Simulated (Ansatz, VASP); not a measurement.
**Two plane-wave programs on AlP**

```
CELL_PARAMETERS angstrom
0.00000 2.75329 2.75329
2.75329 0.00000 2.75329
2.75329 2.75329 0.00000
ATOMIC_POSITIONS crystal
Al 0.00000 0.00000 0.00000
P 0.75000 0.75000 0.75000
```

Alike in both runs: task single point; functional PBEsol; k mesh 8 × 8 × 8; no spin polarisation.

|  | VASP | Ansatz |
| --- | --- | --- |
| version | VASP 6.6.1 | Ansatz 0.2.0 |
| potentials or method | VASP PAW PBE potentials, release 64 (Al, P), cutoff 500 eV | scalar-relativistic, plane waves, PAW |
| occupations | gaussian, width 0.01 eV | fixed |
| valence electrons in the cell | 8 | 8 |

Ansatz gave:

| Item | Value |
| --- | --- |
| gap on the k mesh at the Fermi level (eV) | 1.49 |
| least direct gap on the mesh (eV) | 2.98 |
| pressure (GPa) | -1.6 |

**Question.** Estimate VASP's values.

**Answer.** gap on the k mesh at the Fermi level (eV): 1.49; least direct gap on the mesh (eV): 2.99; pressure (GPa): -1.6.

VASP's potentials were made for PBE, not for PBEsol.
